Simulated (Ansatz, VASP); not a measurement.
**One calculation of Al, two programs**

Contents of INCAR:

```
SYSTEM = Al
PREC = Accurate
ENCUT = 520
EDIFF = 1E-6
ISMEAR = 0
SIGMA = 0.15
LREAL = .FALSE.
LASPH = .TRUE.
NELM = 100
ALGO = Fast
ISIF = 2
LWAVE = .FALSE.
LCHARG = .FALSE.
GGA = PS
NBANDS = 8
```

The input KPOINTS:

```
Automatic mesh
0
G
  20 20 20
  0 0 0
```

Contents of POSCAR:

```
Al
1.0
    0.0000000000      1.9733805000      1.9733805000
    1.9733805000      0.0000000000      1.9733805000
    1.9733805000      1.9733805000      0.0000000000
Al
1
Direct
    0.0000000000      0.0000000000      0.0000000000
```

Input for Ansatz:

```yaml
crystal:
  lattice:
    - [0.0, 1.9733805, 1.9733805]
    - [1.9733805, 0.0, 1.9733805]
    - [1.9733805, 1.9733805, 0.0]
  atoms:
    - { symbol: Al, position: [0.0, 0.0, 0.0] }
basis:
  ecutwfc: 420
kpoints:
  mp_grid: { grid: [20, 20, 20] }
hamiltonian:
  xc: pbesol
scf:
  occupations: { method: gaussian, width: 0.15 }
output:
  forces: true
  stress: true
  eigenvalues: true
```

Change from the starting cell: strain -0.025 along x and y, -0.025 along z, atoms carried along.

Alike in both runs: task single point; functional PBEsol; k mesh 20 × 20 × 20; occupations gaussian, width 0.15 eV; no spin polarisation.

```csv
,VASP,Ansatz
version,VASP 6.6.1,Ansatz 0.2.0
potentials or method,"VASP PAW PBE potentials, release 64 (Al), cutoff 520 eV","scalar-relativistic, plane waves, PAW"
valence electrons in the cell,3,3
```

|  | VASP | Ansatz | Ansatz less VASP |
| --- | --- | --- | --- |
| gap on the k mesh at the Fermi level (eV) | none | none | - |
| pressure (GPa) | 4.8 | 4.7 | -0.09 |

VASP's potentials were made for PBE, not for PBEsol. A gap of «none» marks a metal or a gap that the smearing closes.
